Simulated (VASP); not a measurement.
# BP (I-4m2) in VASP: notebook

Runs on BP. Level: r2SCAN. Tasks: single point.

Everything below comes from runs of VASP 6.6.1. Logs are shortened: lines on timing, memory, paths and dates and some standing lists are left out, and cuts for length are marked.

## Step 1: The cell of the first run

The structure is tetragonal, space group I-4m2 (No. 119). The conventional cell has a = 3.177 Å, b = 3.177 Å, c = 4.538 Å, α = 90.00°, β = 90.00°, γ = 90.00°. Within 2.6 Å of B (site symmetry -4m2) lie 4 P at 1.95 Å. Within 2.6 Å of P (site symmetry -4m2) lie 4 B at 1.95 Å.

## Step 2: Single point, r2SCAN (strain -0.0100 x Voigt [1, 1, 0, 0, 0, 0])

Input file POSCAR:

```
BP
1.0
    0.0000000000      2.2463100000      2.2690000000
    2.2463100000      0.0000000000      2.2690000000
    2.2463100000      2.2463100000      0.0000000000
B P
1 1
Direct
    0.0000000000      0.0000000000      0.0000000000
    0.7500000000      0.7500000000      0.7500000000
```

Input file INCAR.step1:

```
SYSTEM = BP
PREC = Accurate
ENCUT = 520
ISMEAR = 0
SIGMA = 0.05
LREAL = .False.
LASPH = .True.
NELM = 100
NBANDS = 11
GGA = PE
ALGO = Normal
EDIFF = 1E-4
LWAVE = .True.
LCHARG = .False.
```

Input file INCAR.step2:

```
SYSTEM = BP
PREC = Accurate
ENCUT = 520
EDIFF = 1E-6
ISMEAR = 0
SIGMA = 0.05
LREAL = .False.
LASPH = .True.
NELM = 100
ALGO = Normal
ISIF = 2
LWAVE = .False.
LCHARG = .False.
METAGGA = R2SCAN
LMIXTAU = .True.
NBANDS = 11
ISTART = 1
```

Input file KPOINTS:

```
Automatic mesh
0
Gamma
  10 10 10
  0 0 0
```

Potentials or basis: VASP PAW PBE potentials, release 64 (B, P).

Run with:

```
> cat potpaw_PBE.64/B/POTCAR potpaw_PBE.64/P/POTCAR > POTCAR
> cp INCAR.step1 INCAR
> mpirun -np 1 vasp_std > vasp.out
> cp INCAR.step2 INCAR
> mpirun -np 1 vasp_std > vasp.out
```

OUTCAR:

```text
SYSTEM = BP
   PREC = Accurate
   ENCUT = 520
   EDIFF = 1E-6
   ISMEAR = 0
   LREAL = .False.
   LASPH = .True.
   NELM = 100
   ISIF = 2
   METAGGA = R2SCAN
   ISTART = 1

 ion  position               nearest neighbor table
   1  0.000  0.000  0.000-   2 1.95   2 1.95   2 1.95   2 1.95
   2  0.750  0.750  0.750-   1 1.95   1 1.95   1 1.95   1 1.95

  LATTYP: Found a body centered tetragonal cell.
 ALAT       =     3.1767620673
 C/A-ratio  =     1.4284985479

  Lattice vectors:

 A1 = (  -2.2463100000,   0.0000000000,   2.2690000000)
 A2 = (   2.2463100000,   0.0000000000,   2.2690000000)
 A3 = (   0.0000000000,   2.2463100000,  -2.2690000000)

Analysis of symmetry for initial positions (statically):
=====================================================================
 Subroutine PRICEL returns:
 Original cell was already a primitive cell.

 Routine SETGRP: Setting up the symmetry group for a
 body centered tetragonal supercell.

 Subroutine GETGRP returns: Found  8 space group operations
 (whereof  8 operations were pure point group operations)
 out of a pool of 16 trial point group operations.

The static configuration has the point symmetry D_2d.

Analysis of symmetry for dynamics (positions and initial velocities):
=====================================================================
 Subroutine PRICEL returns:
 Original cell was already a primitive cell.

 Routine SETGRP: Setting up the symmetry group for a
 body centered tetragonal supercell.

 Subroutine GETGRP returns: Found  8 space group operations
 (whereof  8 operations were pure point group operations)
 out of a pool of 16 trial point group operations.

The dynamic configuration has the point symmetry D_2d.

 Subroutine INISYM returns: Found  8 space group operations
 (whereof  8 operations are pure point group operations),
 and found     1 'primitive' translations

----------------------------------------------------------------------------------------

                                     Primitive cell

  volume of cell :      22.8983

  direct lattice vectors                    reciprocal lattice vectors
     0.000000000  2.246310000  2.269000000    -0.222587265  0.222587265  0.220361393
     2.246310000  0.000000000  2.269000000     0.222587265 -0.222587265  0.220361393
     2.246310000  2.246310000  0.000000000     0.222587265  0.222587265 -0.220361393

  length of vectors
     3.192846632  3.192846632  3.176762067     0.384251643  0.384251643  0.384251643

  position of ions in fractional coordinates (direct lattice)
     0.000000000  0.000000000  0.000000000
     0.750000000  0.750000000  0.750000000

  ion indices of the primitive-cell ions
   primitive index   ion index
                 1           1
                 2           2

----------------------------------------------------------------------------------------

 KPOINTS: Automatic mesh

Automatic generation of k-mesh.
 Grid dimensions read from file:
 generate k-points for:   10   10   10

 Generating k-lattice:

  Cartesian coordinates                     Fractional coordinates (reciprocal lattice)
    -0.022258727  0.022258727  0.022036139     0.100000000  0.000000000  0.000000000
     0.022258727 -0.022258727  0.022036139     0.000000000  0.100000000  0.000000000
     0.022258727  0.022258727 -0.022036139     0.000000000  0.000000000  0.100000000

  Length of vectors
     0.038425164  0.038425164  0.038425164

  Shift w.r.t. Gamma in fractional coordinates (k-lattice)
     0.000000000  0.000000000  0.000000000

 Subroutine IBZKPT returns following result:
 ===========================================

 Found    102 irreducible k-points:

 Following reciprocal coordinates:
            Coordinates               Weight
  0.000000  0.000000  0.000000      1.000000
  0.100000  0.000000  0.000000      8.000000
  0.200000  0.000000  0.000000      8.000000
  0.300000  0.000000  0.000000      8.000000
  0.400000  0.000000  0.000000      8.000000
  0.500000  0.000000  0.000000      4.000000
[... 16 lines left out ...]
  0.300000  0.300000  0.000000      2.000000
  0.400000  0.300000  0.000000      8.000000
 [... further k-points ...]
   k-points           NKPTS =    102   k-points in BZ     NKDIM =    102   number of bands    NBANDS=     11
   number of dos      NEDOS =    301   number of ions     NIONS =      2
   total plane-waves  NPLWV =  13824
   dimension x,y,z NGX =    24 NGY =   24 NGZ =   24
   dimension x,y,z NGXF=    48 NGYF=   48 NGZF=   48
   ions per type =               1   1
   NGX,Y,Z   is equivalent  to a cutoff of  12.50, 12.50, 12.56 a.u.
   NGXF,Y,Z  is equivalent  to a cutoff of  24.99, 24.99, 25.12 a.u.
 SYSTEM =  BP
   PREC   = accura    normal or accurate (medium, high low for compatibility)
   ISTART =      1    job   : 0-new  1-cont  2-samecut
   ICHARG =      0    charge: 1-file 2-atom 10-const
   ISPIN  =      1    spin polarized calculation?
   LNONCOLLINEAR =      F non collinear calculations
   LSORBIT =      F    spin-orbit coupling
   LASPH  =      T    aspherical Exc in radial PAW
   ENCUT  =  520.0 eV  38.22 Ry    6.18 a.u.   5.94  5.94  5.91*2*pi/ulx,y,z
   NELM   =    100;   NELMIN=  2; NELMDL=  0     # of ELM steps
   EDIFF  = 0.1E-05   stopping-criterion for ELM
   LREAL  =      F    real-space projection
   EDIFFG = 0.1E-04   stopping-criterion for IOM
   NSW    =      0    number of steps for IOM
   IBRION =     -1    ionic relax: 0-MD 1-quasi-New 2-CG
   NFREE  =      0    steps in history (QN), initial steepest desc. (CG)
   ISIF   =      2    stress and relaxation
   ISYM   =      2    0-nonsym 1-usesym 2-fastsym
   POTIM  = 0.5000    time-step for ionic-motion
   TEBEG  =    0.0;   TEEND  =   0.0 temperature during run
   PSTRESS=    0.0 pullay stress
   NELECT =       8.0000    total number of electrons
   NUPDOWN=      -1.0000    fix difference up-down
   EMIN   =  10.00;   EMAX   =-10.00  energy-range for DOS
   EFERMI =   0.00;   METHOD = LEGACY
   ISMEAR =     0;   SIGMA  =   0.05  broadening in eV -4-tet -1-fermi 0-gaus
   EFERMI_NEDOS =   21; number of points for ismear=-14 and -15
   IALGO  =     38    algorithm
   IMIX   =      4    mixing-type and parameters
     AMIX     =   0.40;   BMIX     =  1.00
     AMIX_MAG =   1.60;   BMIX_MAG =  1.00
  volume/ion in A,a.u.               =      11.45        77.26
  Fermi-wavevector in a.u.,A,eV,Ry     =   1.153020  2.178892 18.088337  1.329455
  Thomas-Fermi vector in A             =   2.289667
   LORBIT       =      0    0 simple, 1 ext, 2 COOP (PROOUT), +10 PAW based schemes
   METAGGA = R2SCAN    functional components
   LHFCALC =     F    Hartree Fock is set to
   AEXX    =    0.0000 exact exchange contribution
   IVDW    =     0    specifies the selected vdW correction
   LEPSILON=     F    determine dielectric tensor
   LRPA    =     F    only Hartree local field effects (RPA)
 non-spin polarized calculation
 Gauss-broadening in eV      SIGMA  =   0.05
  energy-cutoff  :      520.00
  volume of cell :       22.90
 maximum number of plane-waves:       636
   NGX = 11   NGY = 11   NGZ = 11

 number of electron       8.0000001 magnetization

 Free energy of the ion-electron system (eV)
  ---------------------------------------------------
  ext. energy  EPLUGINS =         0.00000000
  ---------------------------------------------------
  free energy    TOTEN  =       -17.30646879 eV

  energy without entropy =      -17.30646879  energy(sigma->0) =      -17.30646879

 E-fermi :   7.9341     XC(G=0): -11.5923

 val. band max:        7.6660824328   @ k =   0.0000   0.0000   0.0000
 cond. band min:       9.0049138379   @ k =   0.4000   0.0000   0.4000
 fundamental gap:      1.3388314051
 Fermi energy:         7.9341288388

 k-point     1 :       0.0000    0.0000    0.0000
  band No.  band energies     occupation
      1      -8.8161      2.00000
      2       7.5589      2.00000
      3       7.6661      2.00000
      4       7.6661      2.00000
      5      11.2819      0.00000
      6      11.2819      0.00000
      7      11.3432      0.00000
      8      15.9636      0.00000
      9      20.1754      0.00000
     10      20.2050      0.00000
     11      20.4749      0.00000

 k-point     2 :       0.1000    0.0000    0.0000
  band No.  band energies     occupation
      1      -8.6236      2.00000
      2       6.2435      2.00000
      3       7.2752      2.00000
      4       7.3527      2.00000
      5      11.7265      0.00000
      6      11.7345      0.00000
      7      11.8400      0.00000
      8      16.4839      0.00000
      9      19.5280      0.00000
     10      19.7641      0.00000
     11      20.7921      0.00000

 k-point     3 :       0.2000    0.0000    0.0000
  band No.  band energies     occupation
      1      -8.0532      2.00000
      2       3.7504      2.00000
      3       6.6631      2.00000
      4       6.7608      2.00000
      5      12.0863      0.00000
      6      12.5178      0.00000
      7      12.5310      0.00000
      8      17.6720      0.00000
      9      18.9748      0.00000
     10      19.1088      0.00000
     11      21.6595      0.00000

 k-point     4 :       0.3000    0.0000    0.0000
  band No.  band energies     occupation
      1      -7.1359      2.00000
      2       1.2334      2.00000
      3       6.1265      2.00000
      4       6.2453      2.00000
      5      12.0285      0.00000
      6      12.8362      0.00000
      7      12.8853      0.00000
      8      18.5649      0.00000
      9      19.7004      0.00000
     10      19.7064      0.00000
     11      21.9321      0.00000
[... 239 lines left out ...]
 k-point    22 :      -0.2000    0.2000    0.0000
  band No.  band energies     occupation
      1      -6.8120      2.00000
      2       2.0105      2.00000
      3       3.1218      2.00000
      4       6.3651      2.00000
      5      12.6130      0.00000
      6      13.3657      0.00000
      7      14.4729      0.00000
      8      16.7363      0.00000
      9      17.6649      0.00000
     10      22.3991      0.00000
     11      24.8122      0.00000

 k-point    23 :       0.3000    0.3000    0.0000
  band No.  band energies     occupation
      1      -6.5814      2.00000
      2       2.4084      2.00000
      3       4.2319      2.00000
      4       4.2319      2.00000
      5       9.4412      0.00000
      6      11.9014      0.00000
      7      17.2478      0.00000
      8      17.2478      0.00000
      9      21.8119      0.00000
     10      22.8684      0.00000
     11      25.4684      0.00000

 k-point    24 :       0.4000    0.3000    0.0000
  band No.  band energies     occupation
      1      -5.7021      2.00000
      2       1.0049      2.00000
      3       3.3254      2.00000
      4       3.9210      2.00000
      5       9.7462      0.00000
      6      11.6423      0.00000
      7      17.9282      0.00000
      8      17.9308      0.00000
      9      22.8387      0.00000
     10      23.8240      0.00000
     11      26.0118      0.00000

 [... further k-points ...]
[... 5 lines left out ...]
  --------------------------------------------------------------------------------------
  -------------------------------------------------------------------------------------
  Total        0.5470377      0.5470377      0.1187599      0.0000000      0.0000000      0.0000000
  in kB       38.2757704     38.2757704      8.3095327      0.0000000      0.0000000      0.0000000
  external PRESSURE =      28.2870245 kB  Pullay stress =       0.0000000 kB

 VOLUME and BASIS-vectors are now :
 -----------------------------------------------------------------------------
  energy-cutoff  :      520.00
  volume of cell :       22.90
      direct lattice vectors                 reciprocal lattice vectors
     0.000000000  2.246310000  2.269000000    -0.222587265  0.222587265  0.220361393
     2.246310000  0.000000000  2.269000000     0.222587265 -0.222587265  0.220361393
     2.246310000  2.246310000  0.000000000     0.222587265  0.222587265 -0.220361393

 POSITION                                       TOTAL-FORCE (eV/Angst)
 -----------------------------------------------------------------------------------
      0.00000      0.00000      0.00000        -0.000000     -0.000000     -0.000000
      3.36946      3.36946      3.40350         0.000000      0.000000      0.000000
 -----------------------------------------------------------------------------------
    total drift:                               -0.000000     -0.000000     -0.000000

  FREE ENERGIE OF THE ION-ELECTRON SYSTEM (eV)
  ---------------------------------------------------
  free  energy   TOTEN  =       -17.3064687903 eV

  energy  without entropy=      -17.3064687903  energy(sigma->0) =      -17.30646879
```

Run time: 25 s. Hardware: 1 thread of Intel Xeon 6975P-C (Granite Rapids), shared host; peak memory 0.15 GiB.

What came out:

```yaml
Free_energy: -17.3065 eV
Pressure: 2.8 GPa
Band_gap_on_the_k_mesh: 1.34 eV, indirect (least direct gap 3.62 eV)
```

Caveat: the cell differs from its parent crystal (strain -0.0100 x Voigt [1, 1, 0, 0, 0, 0]); the PAW data sets were made with another functional, which shifts forces and pressure a little.

(Continued in part 2 of 2.)
